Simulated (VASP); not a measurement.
**Zr12H (a cell with a defect): single point with PBE**

Zr12H (a cell with a defect):

```
Zr H
1.0
     6.46000    0.00000    0.00000
    -4.84500    8.39179    0.00000
     0.00000    0.00000    5.14539
Zr H
12 1
Direct
  0.00485 0.00825 0.00638
  0.18434 0.22697 0.49890
  0.00497 0.32936 0.99801
  0.15507 0.55155 0.49737
  0.99552 0.67017 0.99571
  0.16361 0.89260 0.49912
  0.48528 0.00307 0.99932
  0.68032 0.21834 0.49478
  0.52089 0.33733 0.99593
  0.66667 0.55605 0.49694
  0.48633 0.65247 0.00199
  0.65834 0.88680 0.50358
  0.65654 0.88480 0.96601
```

- Program: VASP 6.6.1
- Task: single point
- Functional: PBE
- Potentials or basis: VASP PAW PBE potentials, release 64 (Zr_sv, H)
- Cutoff: 520 eV
- k mesh: 3 × 2 × 3
- Occupations: gaussian, width 0.05 eV
- Spin: no spin polarisation

- Pressure: 2.2 GPa
- Largest force: 0.324 eV/Å
- Band gap on the k mesh: zero (an odd number of electrons rules out a gap without spin polarisation)

Forces in eV/Å, atoms in the order of the input:
```
Zr  -0.013 -0.001  0.035
Zr  -0.001  0.002 -0.019
Zr   0.002  0.002 -0.010
Zr   0.023  0.023  0.007
Zr   0.010 -0.007 -0.002
Zr  -0.001 -0.002  0.009
Zr   0.001 -0.008  0.074
Zr  -0.026  0.012  0.015
Zr  -0.002 -0.004  0.000
Zr  -0.002 -0.014  0.019
Zr   0.009  0.006  0.075
Zr   0.002 -0.023  0.121
H   -0.002  0.014 -0.324
```

Stress tensor (GPa, compression positive):
```
 2.68 -0.02 -0.07
-0.02  2.93 -0.06
-0.07 -0.06  0.85
```

Levels at points of the mesh, in eV from the Fermi level:
```
           k point  band 68  band 69  band 70  band 71  band 72  band 73  band 74  band 75  band 76  band 77
(0.00, 0.00, 0.00)    -0.58    -0.44    -0.22     0.09     0.25     0.47     0.67     0.70     0.75     0.80
(0.00, 0.50, 0.00)    -0.24    -0.14    -0.12    -0.08    -0.01     0.16     0.18     0.43     0.55     0.72
```

It took 8.1 min on 1 thread of Oxide Virtual Turin-like Processor, with other jobs on the host, peak memory 0.39 GiB.

Caveat: the k points lie up to 0.41 Å⁻¹ apart, too coarse for converged energies and pressures of a metal.
